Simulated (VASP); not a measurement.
# CuO in VASP: further runs

CuO is run at these levels: PBE-based screened hybrid with 40 % exact exchange, PBE, RPBE+D3(BJ); tasks: single point.

Everything below comes from runs of VASP 6.6.1. Logs are shortened: lines on timing, memory, paths and dates and some standing lists are left out, and cuts for length are marked.

## (1) The cell of the first run

Symmetry: C2/c, No. 15, monoclinic system. The conventional cell has a = 4.684 Å, b = 3.423 Å, c = 5.129 Å, α = 90.00°, β = 99.54°, γ = 90.00°. Within 2.6 Å of Cu (site symmetry -1) lie 4 O at 1.95 to 1.96 Å. O (site symmetry 2) has 6 Cu at 1.95 to 2.78 Å and 6 O at 2.62 to 2.90 Å within 3.0 Å.

## (2) Single point, PBE-based screened hybrid with 40 % exact exchange

POSCAR reads:

```
CuO
1.0
    2.3418500000     -1.7113000000      0.0000000000
    2.3418500000      1.7113000000      0.0000000000
   -0.8500274268      0.0000000000      5.0578693947
Cu O
2 2
Direct
    0.5000000000      0.0000000000      0.5000000000
    0.0000000000      0.5000000000      0.0000000000
    0.4184000000      0.5816000000      0.7500000000
    0.5816000000      0.4184000000      0.2500000000
```

INCAR.step1 reads:

```
PREC = Accurate
ENCUT = 520
EDIFF = 1E-5
ISMEAR = -1
SIGMA = 0.05
LREAL = False
LASPH = True
NELM = 80
ALGO = Normal
ISIF = 2
LWAVE = True
LCHARG = False
NBANDS = 25
GGA = PE
```

INCAR.step2 reads:

```
PREC = Accurate
ENCUT = 520
EDIFF = 1E-7
ISMEAR = -1
SIGMA = 0.05
LREAL = False
LASPH = True
NELM = 80
ALGO = Normal
ISIF = 2
LWAVE = False
LCHARG = False
GGA = PE
LHFCALC = True
AEXX = 0.4
HFSCREEN = 0.2
PRECFOCK = Normal
NBANDS = 25
ISTART = 1
```

KPOINTS reads:

```
Automatic mesh
0
Gamma
  5 5 3
```

Potentials or basis: VASP PAW PBE potentials, release 64 (Cu, O).

Started as:

```sh
$ cat potpaw_PBE.64/Cu/POTCAR potpaw_PBE.64/O/POTCAR > POTCAR
$ cp INCAR.step1 INCAR
$ mpirun -np 1 vasp_std > vasp.out
$ cp INCAR.step2 INCAR
$ mpirun -np 1 vasp_std > vasp.out
```

OUTCAR:

```text
PREC = Accurate
   ENCUT = 520
   EDIFF = 1E-7
   ISMEAR = -1
   LREAL = False
   LASPH = True
   NELM = 80
   ISIF = 2
   GGA = PE
   LHFCALC = True
   AEXX = 0.4
   HFSCREEN = 0.2
   PRECFOCK = Normal
   ISTART = 1

 ion  position               nearest neighbor table
   1  0.500  0.000  0.500-   3 1.95   4 1.95   4 1.96   3 1.96
   2  0.000  0.500  0.000-   4 1.95   3 1.95   4 1.96   3 1.96
   3  0.418  0.582  0.750-   2 1.95   1 1.95   2 1.96   1 1.96
   4  0.582  0.418  0.250-   1 1.95   2 1.95   2 1.96   1 1.96

  LATTYP: Found a base centered monoclinic cell.
 ALAT       =     4.6837000000
 B/A-ratio  =     0.7307470589
 C/A-ratio  =     1.0950317057
 COS(beta)  =    -0.1657361228

  Lattice vectors:

 A1 = (   2.3418500000,  -1.7113000000,   0.0000000000)
 A2 = (   2.3418500000,   1.7113000000,   0.0000000000)
 A3 = (  -0.8500274268,   0.0000000000,   5.0578693947)

Analysis of symmetry for initial positions (statically):
=====================================================================
 Subroutine PRICEL returns:
 Original cell was already a primitive cell.

 Routine SETGRP: Setting up the symmetry group for a
 base centered monoclinic supercell.

 Subroutine GETGRP returns: Found  4 space group operations
 (whereof  2 operations were pure point group operations)
 out of a pool of  4 trial point group operations.

The static configuration has the point symmetry S_2 .
 The point group associated with its full space group is C_2h.

Analysis of symmetry for dynamics (positions and initial velocities):
=====================================================================
 Subroutine PRICEL returns:
 Original cell was already a primitive cell.

 Routine SETGRP: Setting up the symmetry group for a
 base centered monoclinic supercell.

 Subroutine GETGRP returns: Found  4 space group operations
 (whereof  2 operations were pure point group operations)
 out of a pool of  4 trial point group operations.

The dynamic configuration has the point symmetry S_2 .
 The point group associated with its full space group is C_2h.

 Subroutine INISYM returns: Found  4 space group operations
 (whereof  2 operations are pure point group operations),
 and found     1 'primitive' translations

----------------------------------------------------------------------------------------

                                     Primitive cell

  volume of cell :      40.5399

  direct lattice vectors                    reciprocal lattice vectors
     2.341850000 -1.711300000  0.000000000     0.213506416 -0.292175539  0.035881968
     2.341850000  1.711300000  0.000000000     0.213506416  0.292175539  0.035881968
    -0.850027427  0.000000000  5.057869395     0.000000000  0.000000000  0.197711709

  length of vectors
     2.900484289  2.900484289  5.128800000     0.363646877  0.363646877  0.197711709

  position of ions in fractional coordinates (direct lattice)
     0.500000000  0.000000000  0.500000000
     0.000000000  0.500000000  0.000000000
     0.418400000  0.581600000  0.750000000
     0.581600000  0.418400000  0.250000000

  ion indices of the primitive-cell ions
   primitive index   ion index
                 1           1
                 2           2
                 3           3
                 4           4

----------------------------------------------------------------------------------------

 KPOINTS: Automatic mesh

Automatic generation of k-mesh.
 Grid dimensions read from file:
 generate k-points for:    5    5    3

 Generating k-lattice:

  Cartesian coordinates                     Fractional coordinates (reciprocal lattice)
     0.042701283 -0.058435108  0.007176394     0.200000000  0.000000000  0.000000000
     0.042701283  0.058435108  0.007176394     0.000000000  0.200000000  0.000000000
     0.000000000  0.000000000  0.065903903     0.000000000  0.000000000  0.333333333

  Length of vectors
     0.072729375  0.072729375  0.065903903

  Shift w.r.t. Gamma in fractional coordinates (k-lattice)
     0.000000000  0.000000000  0.000000000

 Subroutine IBZKPT returns following result:
 ===========================================

 Found     24 irreducible k-points:

 Following reciprocal coordinates:
            Coordinates               Weight
  0.000000  0.000000  0.000000      1.000000
  0.200000 -0.000000  0.000000      4.000000
  0.400000 -0.000000  0.000000      4.000000
  0.200000  0.200000  0.000000      2.000000
  0.400000  0.200000  0.000000      4.000000
 -0.400000  0.200000 -0.000000      4.000000
[... 16 lines left out ...]
 -0.200000 -0.400000  0.333333      4.000000
 -0.200000 -0.200000  0.333333      2.000000
   k-points           NKPTS =     24   k-points in BZ     NKDIM =     75   number of bands    NBANDS=     25
   number of dos      NEDOS =    301   number of ions     NIONS =      4
   total plane-waves  NPLWV =  23040
   dimension x,y,z NGX =    24 NGY =   24 NGZ =   40
   dimension x,y,z NGXF=    48 NGYF=   48 NGZF=   80
   ions per type =               2   2
   NGX,Y,Z   is equivalent  to a cutoff of  13.76, 13.76, 12.97 a.u.
   NGXF,Y,Z  is equivalent  to a cutoff of  27.51, 27.51, 25.93 a.u.
 SYSTEM =  unknown system
   PREC   = accura    normal or accurate (medium, high low for compatibility)
   ISTART =      1    job   : 0-new  1-cont  2-samecut
   ICHARG =      0    charge: 1-file 2-atom 10-const
   ISPIN  =      1    spin polarized calculation?
   LNONCOLLINEAR =      F non collinear calculations
   LSORBIT =      F    spin-orbit coupling
   LASPH  =      T    aspherical Exc in radial PAW
   ENCUT  =  520.0 eV  38.22 Ry    6.18 a.u.   5.39  5.39  9.54*2*pi/ulx,y,z
   NELM   =     80;   NELMIN=  2; NELMDL=  0     # of ELM steps
   EDIFF  = 0.1E-06   stopping-criterion for ELM
   LREAL  =      F    real-space projection
   EDIFFG = 0.1E-05   stopping-criterion for IOM
   NSW    =      0    number of steps for IOM
   IBRION =     -1    ionic relax: 0-MD 1-quasi-New 2-CG
   NFREE  =      0    steps in history (QN), initial steepest desc. (CG)
   ISIF   =      2    stress and relaxation
   ISYM   =      3    0-nonsym 1-usesym 2-fastsym
   POTIM  = 0.5000    time-step for ionic-motion
   TEBEG  =    0.0;   TEEND  =   0.0 temperature during run
   PSTRESS=    0.0 pullay stress
   NELECT =      34.0000    total number of electrons
   NUPDOWN=      -1.0000    fix difference up-down
   EMIN   =  10.00;   EMAX   =-10.00  energy-range for DOS
   EFERMI =   0.00;   METHOD = LEGACY
   ISMEAR =    -1;   SIGMA  =   0.05  broadening in eV -4-tet -1-fermi 0-gaus
   EFERMI_NEDOS =   21; number of points for ismear=-14 and -15
   IALGO  =     38    algorithm
   IMIX   =      1    mixing-type and parameters
     AMIX     =   0.40;   BMIX     =  1.00
     AMIX_MAG =   1.60;   BMIX_MAG =  1.00
  volume/ion in A,a.u.               =      10.13        68.39
  Fermi-wavevector in a.u.,A,eV,Ry     =   1.543856  2.917465 32.429379  2.383492
  Thomas-Fermi vector in A             =   2.649460
   LORBIT       =      0    0 simple, 1 ext, 2 COOP (PROOUT), +10 PAW based schemes
   GGA     = PE    functional components
   LHFCALC =     T    Hartree Fock is set to
   PRECFOCK=normal    Normal, Fast or Accurate (Low or Medium for compatibility)
   ENCUT4O =  -1.0   cutoff for four orbital integrals eV
   NKREDX  =     1    reduce k-point grid by
   NKREDY  =     1    reduce k-point grid by
   NKREDZ  =     1    reduce k-point grid by
   AEXX    =    0.4000 exact exchange contribution
   HFSCREEN=    0.2000 screening length (either q_TF or 0.3 A-1)
   HFSCREENC=   0.2000 screening length for correlation (either q_TF or 0.3 A-1)
   ENCUTFOCK=  -1.0 apply spherical cutoff to Coloumb kernel
   IVDW    =     0    specifies the selected vdW correction
   LEPSILON=     F    determine dielectric tensor
   LRPA    =     F    only Hartree local field effects (RPA)
 non-spin polarized calculation
  energy-cutoff  :      520.00
  volume of cell :       40.54
 maximum number of plane-waves:      1129
 NGX is ok and might be reduce to    24
  NGX = 18; NGY = 18; NGZ = 30

 number of electron      34.0000001 magnetization

 Free energy of the ion-electron system (eV)
  ---------------------------------------------------
  ext. energy  EPLUGINS =         0.00000000
  ---------------------------------------------------
  free energy    TOTEN  =       -25.16033267 eV

  energy without entropy =      -25.14933741  energy(sigma->0) =      -25.15483504

 E-fermi :   5.0578     XC(G=0):  -8.3750

 val. band max:        5.0335641291   @ k =   0.4000   0.4000   0.3333
 cond. band min:       5.0849507056   @ k =   0.4000  -0.0000   0.0000
 fundamental gap:      0.0513865765
 Fermi energy:         5.0577832065

 k-point     1 :       0.0000    0.0000    0.0000
  band No.  band energies     occupation
      1     -18.6989      2.00000
      2     -17.2762      2.00000
      3      -5.1079      2.00000
      4      -2.3151      2.00000
      5      -2.1163      2.00000
      6      -1.0101      2.00000
[... 17 lines left out ...]
     24      23.4465      0.00000
     25      23.6169      0.00000

 k-point     2 :       0.2000   -0.0000    0.0000
  band No.  band energies     occupation
      1     -18.4311      2.00000
      2     -17.1947      2.00000
      3      -4.6764      2.00000
      4      -2.4358      2.00000
      5      -2.1455      2.00000
      6      -1.8663      2.00000
[... 17 lines left out ...]
     24      22.2356      0.00000
     25      23.7726      0.00000

 k-point     3 :       0.4000   -0.0000    0.0000
  band No.  band energies     occupation
      1     -17.9530      2.00000
      2     -17.0604      2.00000
      3      -3.9875      2.00000
      4      -3.7076      2.00000
      5      -2.6726      2.00000
      6      -1.8314      2.00000
[... 552 lines left out ...]
 k-point    23 :      -0.2000   -0.4000    0.3333
  band No.  band energies     occupation
      1     -17.6999      2.00000
      2     -17.1972      2.00000
      3      -3.5680      2.00000
      4      -3.0987      2.00000
      5      -2.5135      2.00000
      6      -2.3761      2.00000
[... 17 lines left out ...]
     24      21.4868      0.00000
     25      21.9854      0.00000

 k-point    24 :      -0.2000   -0.2000    0.3333
  band No.  band energies     occupation
      1     -18.0806      2.00000
      2     -17.4049      2.00000
      3      -3.7639      2.00000
      4      -2.5478      2.00000
      5      -2.1385      2.00000
      6      -1.6728      2.00000
[... 17 lines left out ...]
     24      21.1430      0.00000
     25      23.2036      0.00000

------------------------ aborting loop because EDIFF is reached ----------------------------------------

  FORCE on cell =-STRESS in cart. coord.  units (eV):
  Direction    XX          YY          ZZ          XY          YZ          ZX
  --------------------------------------------------------------------------------------
  -------------------------------------------------------------------------------------
  Total       -0.4239651     -0.3388751     -0.8285623      0.0000000      0.0000000     -0.1948907
  in kB      -16.7555186    -13.3926757    -32.7455988      0.0000000      0.0000000     -7.7022732
  external PRESSURE =     -20.9645977 kB  Pullay stress =       0.0000000 kB

 VOLUME and BASIS-vectors are now :
 -----------------------------------------------------------------------------
  energy-cutoff  :      520.00
  volume of cell :       40.54
      direct lattice vectors                 reciprocal lattice vectors
     2.341850000 -1.711300000  0.000000000     0.213506416 -0.292175539  0.035881968
     2.341850000  1.711300000  0.000000000     0.213506416  0.292175539  0.035881968
    -0.850027427  0.000000000  5.057869395     0.000000000  0.000000000  0.197711709

 POSITION                                       TOTAL-FORCE (eV/Angst)
 -----------------------------------------------------------------------------------
      0.74591     -0.85565      2.52893         0.000000     -0.000000     -0.000000
      1.17092      0.85565      0.00000         0.000000     -0.000000     -0.000000
      1.70433      0.27928      3.79340         0.000000     -0.238303      0.000000
      2.12934     -0.27928      1.26447        -0.000000      0.238303     -0.000000
 -----------------------------------------------------------------------------------
    total drift:                                0.000000     -0.000001      0.000000

  FREE ENERGIE OF THE ION-ELECTRON SYSTEM (eV)
  ---------------------------------------------------
  free  energy   TOTEN  =       -25.1603326690 eV

  energy  without entropy=      -25.1493374133  energy(sigma->0) =      -25.15483504
```

It took 85 min on 1 thread of Intel Xeon Platinum 8375C at 2.90GHz (Ice Lake), shared host; peak memory 0.29 GiB.

Results:

```
Free energy            : -25.1603 eV
Pressure               : -2.1 GPa
Largest force          : 0.238 eV/Å
Band gap on the k mesh : zero (bands 17 and 18 overlap by 0.28 eV)
```

Forces in eV/Å, atoms in the order of the input:
```
Cu   0.000  0.000  0.000
Cu   0.000  0.000  0.000
O    0.000 -0.238  0.000
O    0.000  0.238  0.000
```

Stress tensor (GPa, compression positive):
```
-1.68  0.00 -0.77
 0.00 -1.34  0.00
-0.77  0.00 -3.27
```

Caveat: the k points lie up to 0.46 Å⁻¹ apart; the PAW data sets were made with another functional, which shifts forces and pressure a little.

## (3) Single point, PBE (atoms moved at random)

INCAR reads:

```
  PREC = Accurate
  ENCUT = 520
  EDIFF = 1E-7
  ISMEAR = -1
  SIGMA = 0.05
  LREAL = F
  LASPH = T
  NELM = 60
  ALGO = Normal
  ISIF = 2
  LWAVE = F
  LCHARG = T
  GGA = PE
  LELF = T
  LVHAR = T
  NBANDS = 25
```

KPOINTS reads:

```
regular mesh
0
Gamma
  10 10 5
```

POSCAR reads:

```
CuO
1.0
    2.3418500000     -1.7113000000      0.0000000000
    2.3418500000      1.7113000000      0.0000000000
   -0.8500274268      0.0000000000      5.0578693947
Cu O
2 2
Direct
    0.5063060000     -0.0089130000      0.5000460000
   -0.0030500000      0.5118650000      0.0077660000
    0.4125810000      0.5821750000      0.7543040000
    0.5793590000      0.4093460000      0.2516240000
```

Potentials or basis: VASP PAW PBE potentials, release 64 (Cu, O).

Started as:

```sh
$ cat potpaw_PBE.64/Cu/POTCAR potpaw_PBE.64/O/POTCAR > POTCAR
$ mpirun -np 1 vasp_std > vasp.out
```

Wall time 2.7 min (1 thread of Intel Xeon Platinum 8488C (Sapphire Rapids), shared host); peak memory 0.33 GiB.

Results (log left out):

- Free energy: -19.5125 eV
- Pressure: 6.2 GPa
- Largest force: 0.434 eV/Å
- Band gap on the k mesh: zero (bands 17 and 18 overlap by 0.56 eV)

Forces on the atoms (eV/Å):
```
Cu  -0.042  0.143  0.407
Cu  -0.192  0.028 -0.346
O    0.092 -0.348 -0.112
O    0.141  0.178  0.051
```

Stress tensor (GPa, compression positive):
```
 6.27 -0.21 -1.60
-0.21  6.92 -0.50
-1.60 -0.50  5.27
```

Levels at points of the mesh, in eV from the Fermi level:
```
           k point  band 15  band 16  band 17  band 18  band 19  band 20
(0.00, 0.00, 0.00)    -2.14    -1.65     0.21     0.94     1.72     6.04
(0.50, 0.00, 0.00)    -1.49    -1.40    -0.02     0.25     4.90     6.35
(0.00, 0.50, 0.00)    -1.51    -1.41    -0.02     0.28     4.99     6.34
(0.50, 0.50, 0.00)    -1.67    -1.22    -0.64     1.07     3.40     7.10
```

Caveat: the cell differs from its parent crystal (atoms moved at random); the cell stands under pressure; semilocal functionals often make such compounds metallic where correlation or magnetic order opens a gap, which also shifts bond lengths.

[end of part 1 of 2]

The gap in the log of VASP goes by the Fermi energy; the results here count the filled bands.